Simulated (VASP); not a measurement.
CaHf3: relaxation of cell and atoms with PBE

CaHf3:

```
Ca Hf
1.0
     4.60671    0.00000    0.00000
     0.00000    4.60671    0.00000
     0.00000    0.00000    4.60671
Ca Hf
1 3
Cartesian
  0.0000 0.0000 0.0000
  0.0000 2.3034 2.3034
  2.3034 0.0000 2.3034
  2.3034 2.3034 0.0000
```

The cell was generated, and may not be a known phase.

| Item | Value |
| --- | --- |
| Program | VASP 6.6.1 |
| Task | relaxation of cell and atoms |
| Functional | PBE |
| Potentials or basis | VASP PAW PBE potentials, release 64 (Ca_sv, Hf_pv) |
| Cutoff | 600 eV |
| k mesh | 10 × 10 × 10 |
| Occupations | gaussian, width 0.1 eV |
| Spin | no spin polarisation |
| Dipole correction | no |
| Further INCAR settings | ALGO = Fast; EDIFF = 1e-06; IBRION = 2; EDIFFG = -0.01; NSW = 100; ISIF = 3 |

```yaml
Relaxed_volume: 24.38 Å³/atom
Relaxed_cell: a = 4.603 Å, b = 4.603 Å, c = 4.603 Å, α = 90.00°, β = 90.00°, γ = 90.00°
Space_group_after_relaxing_to_0.1_Å: Pm-3m (No. 221)
Energy_gained_by_relaxing: 0.0 meV/atom
Ionic_steps: 2
Pressure_after_relaxing: 0.1 GPa
Band_gap_on_the_k_mesh: zero (bands 20 and 21 overlap by 0.86 eV)
```

Final structure:
```
Ca Hf
1.0
     4.60318    0.00000    0.00000
     0.00000    4.60318    0.00000
     0.00000    0.00000    4.60318
Ca Hf
1 3
Direct
  0.00000 0.00000 0.00000
  0.00000 0.50000 0.50000
  0.50000 0.00000 0.50000
  0.50000 0.50000 0.00000
```

Levels at points of the mesh, in eV from the Fermi level:
```tsv
k point	band 18	band 19	band 20	band 21	band 22	band 23
(0.00, 0.00, 0.00)	-1.48	-1.48	-1.48	1.84	1.84	1.84
(0.50, 0.00, 0.00)	-0.65	-0.27	-0.27	0.14	0.14	0.38
(0.50, 0.50, 0.00)	-0.38	-0.12	-0.01	-0.01	0.29	0.29
(0.50, 0.50, 0.50)	0.36	0.63	0.63	0.63	1.00	1.00
```

It took 13 min on 1 thread of Oxide Virtual Turin-like Processor, on a shared host, peak memory 0.32 GiB.

Caveat: spin-orbit coupling is left out, which moves the levels of the heavy elements.
